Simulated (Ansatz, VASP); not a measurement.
**CO2 in VASP and in Ansatz**

```
CELL_PARAMETERS angstrom
4.36358 0.00000 0.00000
0.00000 4.36358 0.00000
0.00000 0.00000 4.64574
ATOMIC_POSITIONS crystal
C 0.50000 0.50000 0.50000
C 0.00000 0.00000 0.00000
O 0.31197 0.68803 0.50000
O 0.68803 0.31197 0.50000
O 0.18803 0.18803 0.00000
O 0.81197 0.81197 0.00000
```

Alike in both runs: task single point; functional r2SCAN; k mesh 6 × 6 × 6; occupations gaussian, width 0.02 eV; no spin polarisation.

|  | VASP | Ansatz |
| --- | --- | --- |
| version | VASP 6.6.1 | Ansatz 0.2.0 |
| potentials or method | VASP PAW PBE potentials, release 64 (C, O), cutoff 520 eV | scalar-relativistic, plane waves, PAW |
| valence electrons in the cell | 32 | 32 |

|  | VASP | Ansatz | Ansatz less VASP |
| --- | --- | --- | --- |
| gap on the k mesh at the Fermi level (eV) | 7.27 | 7.29 | +0.021 |
| least direct gap on the mesh (eV) | 7.64 | 7.66 | +0.021 |
| pressure (GPa) | 1.9 | 0.0 | -1.86 |
| traceless stress, the component that is largest in VASP (GPa) | -2.20 | -0.01 | +2.195 |
| rms of the force components (eV/Å) | 0.372 | 0.000 | -0.3716 |

VASP's potentials were made for PBE, not for r2SCAN. Atom by atom the forces differ by 0.372 eV/Å (rms over components).

Noted on VASP's run: the standard files for N, O and F lose accuracy on very short bonds.
